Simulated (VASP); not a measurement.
Input of a VASP 6.6.1 run:

The input INCAR:

```
SYSTEM = Bi2Te3
  PREC = Accurate
  ENCUT = 500
  EDIFF = 1E-6
  ISMEAR = -1
  SIGMA = 0.08
  LREAL = .False.
  LASPH = .True.
  NELM = 120
  ALGO = Normal
  ISIF = 2
  LWAVE = .False.
  LCHARG = .False.
  NBANDS = 32
  GGA_COMPAT = .False.
```

File KPOINTS:

```
regular mesh
0
Gamma
  8 8 8
  0 0 0
```

Contents of POSCAR:

```
Bi2Te3
1.0
    2.1422462163      1.2368264296      9.9466700000
   -2.1422462163      1.2368264296      9.9466700000
    0.0000000000     -2.4736528593      9.9466700000
Bi Te
2 3
Direct
    0.8120000000      0.8120000000      0.8120000000
    0.4020000000      0.4020000000      0.4020000000
    0.6110000000      0.6110000000      0.6110000000
    0.2000000000      0.2000000000      0.2000000000
    0.0000000000      0.0000000000      0.0000000000
```

Potentials or basis: VASP PAW LDA potentials, release 64 (Bi_d, Te).

Launch:

```sh
$ cat potpaw_LDA.64/Bi_d/POTCAR potpaw_LDA.64/Te/POTCAR > POTCAR
$ mpirun -np 1 vasp_std > vasp.out
```

(1) What does it give for the pressure?

(2) Estimate the band gap on the k mesh.

(3) Predict the largest force.

Answers

(1) 1.5 GPa.

(2) zero (bands 24 and 25 overlap by 0.17 eV).

(3) 1.443 eV/Å.

Caveat: the cell differs from its parent crystal (equal xx and yy strain of -3 %); spin-orbit coupling is left out, which moves the levels of the heavy elements; forces of over 1 eV/Å act on the atoms, so gaps and moduli don't describe the material at rest.
